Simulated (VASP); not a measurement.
Set up this calculation in VASP 6.6.1, as the native input.

```yaml
Task: single point
Functional: PBE
Potentials_or_basis: VASP PAW PBE potentials, release 64 (Ho, C_h)
Cutoff: 1300 eV
k_mesh: 5 × 5 × 5
Occupations: gaussian, width 0.05 eV
Spin: collinear spin, ferromagnetic start
Starting_moments: "[4.0, 0.0] μB"
Hubbard_terms: Ho f U = 6.0 eV
Dipole_correction: no
Further_INCAR_settings: ALGO = Normal; EDIFF = 1e-06; NBANDS = 24
```

The structure of HoC lies in POSCAR:

```
HoC
1.0
    2.9774311339      0.0000000000      0.0000000000
    0.0000000000      2.9774311339      0.0000000000
    0.0000000000      0.0000000000      2.9774311339
Ho C
1 1
Direct
    0.0000000000      0.0000000000      0.0000000000
    0.5000000000      0.5000000000      0.5000000000
```

One way to write it, as run:

INCAR

```
  PREC = Accurate
  ENCUT = 1300
  EDIFF = 1E-6
  ISMEAR = 0
  SIGMA = 0.05
  LREAL = F
  LASPH = T
  NELM = 200
  ALGO = Normal
  ISIF = 2
  LWAVE = F
  LCHARG = F
  ISPIN = 2
  MAGMOM = 4 0
  LORBIT = 11
  LMAXMIX = 6
  LDAU = T
  LDAUTYPE = 2
  LDAUL = 3 -1
  LDAUU = 6 0
  LDAUJ = 0 0
  LDAUPRINT = 1
  GGA = PE
  NBANDS = 24
  GGA_COMPAT = F
```

KPOINTS

```
regular mesh
0
Gamma
  5 5 5
```

Potentials or basis: VASP PAW PBE potentials, release 64 (Ho, C_h).

Command:

```console
$ cat potpaw_PBE.64/Ho/POTCAR potpaw_PBE.64/C_h/POTCAR > POTCAR
$ mpirun -np 1 vasp_std > vasp.out
```

It gave:

| Quantity | Value |
| --- | --- |
| Pressure | 15.4 GPa |
| Net moment | 3.73 μB per cell |
| Site moments | Ho +3.87; C -0.08 μB |
| Valence electrons inside the program's atomic spheres | Ho 18.62; C 1.33 |

Caveat: the k points lie up to 0.42 Å⁻¹ apart; the magnetic or orbital state may not be the lowest.

Run time: 6.4 min on 1 thread of AMD EPYC 7R43 64-Core Processor (Zen 3), on a shared host, peak memory 0.26 GiB.
